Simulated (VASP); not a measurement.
# Sn (I4_1/amd) in VASP: further runs, part 2 of 3

VASP 6.6.1. Earlier steps stand in the parts before.

## Step 3: Relaxation of cell and atoms, revPBE

INCAR

```
PREC = Accurate
ENCUT = 600
EDIFF = 1E-6
ISMEAR = -1
SIGMA = 0.05
LREAL = False
LASPH = True
NELM = 100
ALGO = Normal
ISIF = 3
LWAVE = False
LCHARG = False
GGA = RE
IBRION = 2
NSW = 60
EDIFFG = -0.01
```

KPOINTS

```
regular mesh
0
Gamma
  9 9 9
```

POSCAR

```
Sn
1.0
   -2.9401404553      2.9401404553      1.5993019889
    2.9401404553     -2.9401404553      1.5993019889
    2.9401404553      2.9401404553     -1.5993019889
Sn
2
Direct
    0.0000000000      0.0000000000      0.0000000000
    0.7500000000      0.2500000000      0.5000000000
```

Potentials or basis: VASP PAW PBE potentials, release 64 (Sn_d).

The run is started by

```bash
> cat potpaw_PBE.64/Sn_d/POTCAR > POTCAR
> mpirun -np 1 vasp_std > vasp.out
```

OUTCAR:

```text
PREC = Accurate
   ENCUT = 600
   EDIFF = 1E-6
   ISMEAR = -1
   LREAL = False
   LASPH = True
   NELM = 100
   ISIF = 3
   GGA = RE
   IBRION = 2
   NSW = 60
   EDIFFG = -0.01

 ion  position               nearest neighbor table
   1  0.000  0.000  0.000-   2 3.05   2 3.05   2 3.05   2 3.05
   2  0.750  0.250  0.500-   1 3.05   1 3.05   1 3.05   1 3.05

  LATTYP: Found a body centered tetragonal cell.
 ALAT       =     5.8802809106
 C/A-ratio  =     0.5439542815

  Lattice vectors:

 A1 = (  -2.9401404553,   2.9401404553,   1.5993019889)
 A2 = (   2.9401404553,  -2.9401404553,   1.5993019889)
 A3 = (   2.9401404553,   2.9401404553,  -1.5993019889)

Analysis of symmetry for initial positions (statically):
=====================================================================
 Subroutine PRICEL returns:
 Original cell was already a primitive cell.

[... 176 lines left out ...]
 cond. band min:       7.8549821243   @ k =  -0.2222  -0.2222   0.1111
 fundamental gap:      0.0113162727
 Fermi energy:         7.8464196979

 k-point     1 :       0.0000    0.0000    0.0000
  band No.  band energies     occupation
      1     -13.8481      2.00000
      2     -13.7732      2.00000
      3     -13.7292      2.00000
      4     -13.7209      2.00000
      5     -13.5801      2.00000
      6     -13.5801      2.00000
[... 566 lines left out ...]
--------------------------------------- Ionic step        3  -------------------------------------------

 number of electron      28.0000000 magnetization

 Free energy of the ion-electron system (eV)
  ---------------------------------------------------
  ext. energy  EPLUGINS =         0.00000000
  ---------------------------------------------------
  free energy    TOTEN  =        -6.98892035 eV

  energy without entropy =       -6.98150722  energy(sigma->0) =       -6.98521378

 E-fermi :   7.2589     XC(G=0):  -9.9286

 val. band max:        7.2578563301   @ k =   0.4444   0.3333   0.0000
 cond. band min:       7.3145494557   @ k =   0.4444   0.4444  -0.0000
 fundamental gap:      0.0566931257
 Fermi energy:         7.2589020561

 k-point     1 :       0.0000    0.0000    0.0000
  band No.  band energies     occupation
      1     -14.3690      2.00000
      2     -14.3102      2.00000
      3     -14.2646      2.00000
      4     -14.2633      2.00000
      5     -14.1407      2.00000
      6     -14.1406      2.00000
[... 524 lines left out ...]
  FREE ENERGIE OF THE ION-ELECTRON SYSTEM (eV)
  ---------------------------------------------------
  free  energy   TOTEN  =        -6.9889203467 eV

  energy  without entropy=       -6.9815072210  energy(sigma->0) =       -6.98521378

 reached required accuracy - stopping structural energy minimisation
```

OSZICAR:

```text
N       E                     dE             d eps       ncg     rms          rms(c)
DAV:   1     0.208927683114E+03    0.20893E+03   -0.16236E+04  2702   0.262E+03
[... 20 lines left out ...]
       N       E                     dE             d eps       ncg     rms          rms(c)
DAV:   1    -0.702544093969E+01   -0.37622E-01   -0.82202E-01  2932   0.153E+01    0.102E+00
DAV:   2    -0.699596518175E+01    0.29476E-01   -0.52010E-02  3164   0.388E+00    0.462E-01
DAV:   3    -0.698921081903E+01    0.67544E-02   -0.21196E-02  3534   0.238E+00    0.572E-02
DAV:   4    -0.698893586363E+01    0.27496E-03   -0.63697E-04  2810   0.331E-01    0.177E-02
DAV:   5    -0.698891954413E+01    0.16319E-04   -0.39897E-05  3666   0.568E-02    0.847E-03
DAV:   6    -0.698892034674E+01   -0.80261E-06   -0.28975E-06  2182   0.260E-02
   3 F= -.69889203E+01 E0= -.69852138E+01  d E =-.203091E-01
```

It took 3.8 min on 1 thread of Intel Xeon 6975P-C, shared host; peak memory 0.26 GiB.

Results:

| Quantity | Value |
| --- | --- |
| Free energy | -6.9889 eV |
| Relaxed volume | 29.04 Å³/atom |
| Relaxed cell | a = 4.531 Å, b = 4.531 Å, c = 4.531 Å, α = 97.37°, β = 97.37°, γ = 138.04° |
| Space group after relaxing (to 0.05 Å) | I4_1/amd (No. 141) |
| Energy gained by relaxing | 10.2 meV/atom |
| Ionic steps | 3 |
| Pressure after relaxing | 0.0 GPa |
| Band gap on the k mesh | zero (band 14 reaches 8.43 eV, above the bottom of band 15 at 4.69 eV) |

The path:
```
step  energy change (eV)  largest force (eV/Å)  pressure (GPa)  volume (Å³)
   1              0.0000                0.0000            2.44        55.30
   2             -0.0192                0.0000           -0.44        58.73
   3             -0.0203                0.0000            0.01        58.09
```

Final structure:
```yaml
crystal:
  lattice:
    - [-2.99175, 2.99175, 1.62249]
    - [2.99175, -2.99175, 1.62249]
    - [2.99175, 2.99175, -1.62249]
  atoms:
    - { symbol: Sn, position: [0.00000, 0.00000, 0.00000] }
    - { symbol: Sn, position: [0.75000, 0.25000, 0.50000] }
```

Caveat: the PAW data sets were made with another functional, which shifts forces and pressure a little; spin-orbit coupling is left out, which moves the levels of the heavy elements.

## Step 4: Single point, PBE

INCAR

```
SYSTEM = Sn
ALGO     = Fast           ! electronic algorithm
EDIFF    = 1E-6           ! SCF threshold, eV
ENCUT    = 520            ! plane-wave cutoff, eV
GGA      = PE             ! functional
ISIF     = 2              ! what is computed and relaxed
ISMEAR   = 0              ! smearing method
LASPH    = .True.         ! aspherical terms in the spheres
LCHARG   = .False.        ! write CHGCAR
LREAL    = .False.        ! projectors in reciprocal space
LWAVE    = .False.        ! write WAVECAR
NBANDS   = 21             ! bands
NELM     = 60             ! most SCF steps
PREC     = Accurate       ! precision mode
SIGMA    = 0.1            ! smearing width, eV
```

KPOINTS

```
k-points
0
Gamma
  9 9 9
  0 0 0
```

POSCAR

```
Sn
1.0
    4.4549543900      0.0000000000      0.0000000000
   -3.3066746885      2.9853845851      0.0000000000
   -0.5741398507     -1.4926922926      4.1579865041
Sn
2
Direct
    0.0000000000      0.0000000000      0.0000000000
    0.7500000000      0.2500000000      0.5000000000
```

Potentials or basis: VASP PAW PBE potentials, release 64 (Sn_d).

The run is started by

```bash
> cat potpaw_PBE.64/Sn_d/POTCAR > POTCAR
> mpirun -np 1 vasp_std > vasp.out
```

OUTCAR:

```text
SYSTEM = Sn
   EDIFF = 1E-6
   ENCUT = 520
   GGA = PE
   ISIF = 2
   ISMEAR = 0
   LASPH = .True.
   LREAL = .False.
   NELM = 60
   PREC = Accurate

 ion  position               nearest neighbor table
   1  0.000  0.000  0.000-   2 3.05   2 3.05   2 3.05   2 3.05
   2  0.750  0.250  0.500-   1 3.05   1 3.05   1 3.05   1 3.05

  LATTYP: Found a body centered tetragonal cell.
 ALAT       =     5.8802809062
 C/A-ratio  =     0.5439542816

  Lattice vectors:

 A1 = (   4.4549543900,   0.0000000000,   0.0000000000)
 A2 = (  -3.3066746885,   2.9853845851,   0.0000000000)
 A3 = (  -0.5741398507,  -1.4926922926,   4.1579865041)

Analysis of symmetry for initial positions (statically):
=====================================================================
 Subroutine PRICEL returns:
 Original cell was already a primitive cell.

 Routine SETGRP: Setting up the symmetry group for a
 body centered tetragonal supercell.

 Subroutine GETGRP returns: Found 16 space group operations
 (whereof  8 operations were pure point group operations)
 out of a pool of 16 trial point group operations.

The static configuration has the point symmetry D_2d.
 The point group associated with its full space group is D_4h.

Analysis of symmetry for dynamics (positions and initial velocities):
=====================================================================
 Subroutine PRICEL returns:
 Original cell was already a primitive cell.

 Routine SETGRP: Setting up the symmetry group for a
 body centered tetragonal supercell.

 Subroutine GETGRP returns: Found 16 space group operations
 (whereof  8 operations were pure point group operations)
 out of a pool of 16 trial point group operations.

The dynamic configuration has the point symmetry D_2d.
 The point group associated with its full space group is D_4h.

 Subroutine INISYM returns: Found 16 space group operations
 (whereof  8 operations are pure point group operations),
 and found     1 'primitive' translations

----------------------------------------------------------------------------------------

                                     Primitive cell

  volume of cell :      55.3002

  direct lattice vectors                    reciprocal lattice vectors
     4.454954390  0.000000000  0.000000000     0.224469189  0.248626790  0.120250511
    -3.306674688  2.985384585  0.000000000     0.000000000  0.334965219  0.120250511
    -0.574139851 -1.492692293  4.157986504     0.000000000  0.000000000  0.240501021

  length of vectors
     4.454954390  4.454954390  4.454954390     0.355895888  0.355895888  0.240501021

  position of ions in fractional coordinates (direct lattice)
     0.000000000  0.000000000  0.000000000
     0.750000000  0.250000000  0.500000000

  ion indices of the primitive-cell ions
   primitive index   ion index
                 1           1
                 2           2

----------------------------------------------------------------------------------------

 KPOINTS: k-points

Automatic generation of k-mesh.
 Grid dimensions read from file:
 generate k-points for:    9    9    9

 Generating k-lattice:

  Cartesian coordinates                     Fractional coordinates (reciprocal lattice)
     0.024941021  0.027625199  0.013361168     0.111111111  0.000000000  0.000000000
     0.000000000  0.037218358  0.013361168     0.000000000  0.111111111  0.000000000
     0.000000000  0.000000000  0.026722336     0.000000000  0.000000000  0.111111111

  Length of vectors
     0.039543988  0.039543988  0.026722336

  Shift w.r.t. Gamma in fractional coordinates (k-lattice)
     0.000000000  0.000000000  0.000000000

 Subroutine IBZKPT returns following result:
 ===========================================

 Found     75 irreducible k-points:

 Following reciprocal coordinates:
            Coordinates               Weight
  0.000000  0.000000  0.000000      1.000000
  0.111111 -0.000000 -0.000000      8.000000
  0.222222  0.000000  0.000000      8.000000
  0.333333  0.000000  0.000000      8.000000
  0.444444  0.000000  0.000000      8.000000
  0.111111  0.111111 -0.000000      8.000000
[... 16 lines left out ...]
 -0.333333  0.333333 -0.000000      4.000000
  0.444444  0.444444  0.000000      8.000000
 [... further k-points ...]
   k-points           NKPTS =     75   k-points in BZ     NKDIM =     75   number of bands    NBANDS=     21
   number of dos      NEDOS =    301   number of ions     NIONS =      2
   total plane-waves  NPLWV =  46656
   dimension x,y,z NGX =    36 NGY =   36 NGZ =   36
   dimension x,y,z NGXF=    72 NGYF=   72 NGZF=   72
   ions per type =               2
   NGX,Y,Z   is equivalent  to a cutoff of  13.43, 13.43, 13.43 a.u.
   NGXF,Y,Z  is equivalent  to a cutoff of  26.87, 26.87, 26.87 a.u.
 SYSTEM =  Sn
   PREC   = accura    normal or accurate (medium, high low for compatibility)
   ISTART =      0    job   : 0-new  1-cont  2-samecut
   ICHARG =      2    charge: 1-file 2-atom 10-const
   ISPIN  =      1    spin polarized calculation?
   LNONCOLLINEAR =      F non collinear calculations
   LSORBIT =      F    spin-orbit coupling
   LASPH  =      T    aspherical Exc in radial PAW
   ENCUT  =  520.0 eV  38.22 Ry    6.18 a.u.   8.28  8.28  8.28*2*pi/ulx,y,z
   NELM   =     60;   NELMIN=  2; NELMDL= -5     # of ELM steps
   EDIFF  = 0.1E-05   stopping-criterion for ELM
   LREAL  =      F    real-space projection
[... 7 lines left out ...]
   TEBEG  =    0.0;   TEEND  =   0.0 temperature during run
   PSTRESS=    0.0 pullay stress
   NELECT =      28.0000    total number of electrons
   NUPDOWN=      -1.0000    fix difference up-down
   EMIN   =  10.00;   EMAX   =-10.00  energy-range for DOS
   EFERMI =   0.00;   METHOD = LEGACY
   ISMEAR =     0;   SIGMA  =   0.10  broadening in eV -4-tet -1-fermi 0-gaus
   EFERMI_NEDOS =   21; number of points for ismear=-14 and -15
   IALGO  =     68    algorithm
   IMIX   =      4    mixing-type and parameters
     AMIX     =   0.40;   BMIX     =  1.00
     AMIX_MAG =   1.60;   BMIX_MAG =  1.00
  volume/ion in A,a.u.               =      27.65       186.59
  Fermi-wavevector in a.u.,A,eV,Ry     =   1.304824  2.465760 23.164816  1.702566
  Thomas-Fermi vector in A             =   2.435734
   LORBIT       =      0    0 simple, 1 ext, 2 COOP (PROOUT), +10 PAW based schemes
   GGA     = PE    functional components
   LHFCALC =     F    Hartree Fock is set to
   AEXX    =    0.0000 exact exchange contribution
   IVDW    =     0    specifies the selected vdW correction
   LEPSILON=     F    determine dielectric tensor
   LRPA    =     F    only Hartree local field effects (RPA)
 non-spin polarized calculation
 RMM-DIIS sequential band-by-band and
 Gauss-broadening in eV      SIGMA  =   0.10
  energy-cutoff  :      520.00
  volume of cell :       55.30
 maximum number of plane-waves:      1507
 NGX is ok and might be reduce to    36
   NGX = 17   NGY = 17   NGZ = 17

 number of electron      27.9999989 magnetization

 Free energy of the ion-electron system (eV)
  ---------------------------------------------------
  ext. energy  EPLUGINS =         0.00000000
  ---------------------------------------------------
  free energy    TOTEN  =        -7.59976166 eV

  energy without entropy =       -7.59490473  energy(sigma->0) =       -7.59733319

 E-fermi :   7.7599     XC(G=0): -10.2173

 val. band max:        7.7577529936   @ k =  -0.2222  -0.2222   0.1111
 cond. band min:       7.7628192964   @ k =  -0.2222   0.4444   0.2222
 fundamental gap:      0.0050663028
 Fermi energy:         7.7599217306

 k-point     1 :       0.0000    0.0000    0.0000
  band No.  band energies     occupation
      1     -13.8844      2.00000
      2     -13.8080      2.00000
      3     -13.7641      2.00000
      4     -13.7556      2.00000
      5     -13.6136      2.00000
      6     -13.6136      2.00000
[... 13 lines left out ...]
     20      17.4944      0.00000
     21      18.1665      0.00000

 k-point     2 :       0.1111   -0.0000   -0.0000
  band No.  band energies     occupation
      1     -13.8771      2.00000
      2     -13.7850      2.00000
      3     -13.7559      2.00000
      4     -13.7292      2.00000
      5     -13.6290      2.00000
      6     -13.6252      2.00000
[... 13 lines left out ...]
     20      16.6258      0.00000
     21      16.7202      0.00000
[... 487 lines left out ...]
      5     -13.6607      2.00000
      6     -13.5971      2.00000
[... 13 lines left out ...]
     20      17.3965      0.00000
     21      17.4816      0.00000

 k-point    24 :       0.4444    0.4444    0.0000
  band No.  band energies     occupation
      1     -13.7904      2.00000
      2     -13.7899      2.00000
      3     -13.7320      2.00000
      4     -13.7302      2.00000
      5     -13.6409      2.00000
      6     -13.6343      2.00000
[... 13 lines left out ...]
     20      18.4365      0.00000
     21      18.9036      0.00000

 [... further k-points ...]
[... 5 lines left out ...]
  --------------------------------------------------------------------------------------
  -------------------------------------------------------------------------------------
  Total        0.4925607      0.3904642      0.5102877     -0.0460882     -0.0000000      0.0000000
  in kB       14.2706475     11.3126702     14.7842428     -1.3352840     -0.0000000      0.0000000
  external PRESSURE =      13.4558535 kB  Pullay stress =       0.0000000 kB

 VOLUME and BASIS-vectors are now :
 -----------------------------------------------------------------------------
  energy-cutoff  :      520.00
  volume of cell :       55.30
      direct lattice vectors                 reciprocal lattice vectors
     4.454954390  0.000000000  0.000000000     0.224469189  0.248626790  0.120250511
    -3.306674688  2.985384585  0.000000000     0.000000000  0.334965219  0.120250511
    -0.574139851 -1.492692293  4.157986504     0.000000000  0.000000000  0.240501021

 POSITION                                       TOTAL-FORCE (eV/Angst)
 -----------------------------------------------------------------------------------
      0.00000      0.00000      0.00000         0.000000     -0.000000      0.000000
      2.22748     -0.00000      2.07899        -0.000000      0.000000     -0.000000
 -----------------------------------------------------------------------------------
    total drift:                                0.000000     -0.000000      0.000000

  FREE ENERGIE OF THE ION-ELECTRON SYSTEM (eV)
  ---------------------------------------------------
  free  energy   TOTEN  =        -7.5997616559 eV

  energy  without entropy=       -7.5949047286  energy(sigma->0) =       -7.59733319
```

It took 1.9 min on 1 thread of AMD EPYC 7R13 (Zen 3), shared host; peak memory 0.21 GiB.

What came out:

```
Free energy            : -7.5998 eV
Pressure               : 1.3 GPa
Band gap on the k mesh : zero (band 14 reaches 8.97 eV, above the bottom of band 15 at 5.01 eV)
```

Stress tensor (GPa, compression positive):
```
 1.43 -0.13  0.00
-0.13  1.13  0.00
 0.00  0.00  1.48
```

Levels at points of the mesh, in eV from the Fermi level:
| k point | band 10 | band 11 | band 12 | band 13 | band 14 | band 15 | band 16 | band 17 | band 18 | band 19 |
| --- | --- | --- | --- | --- | --- | --- | --- | --- | --- | --- |
| (0.00, 0.00, 0.00) | -21.18 | -11.01 | -3.72 | -1.95 | -1.95 | 2.98 | 6.11 | 6.11 | 6.73 | 6.83 |

Caveat: spin-orbit coupling is left out, which moves the levels of the heavy elements.

(Continued in part 3 of 3.)
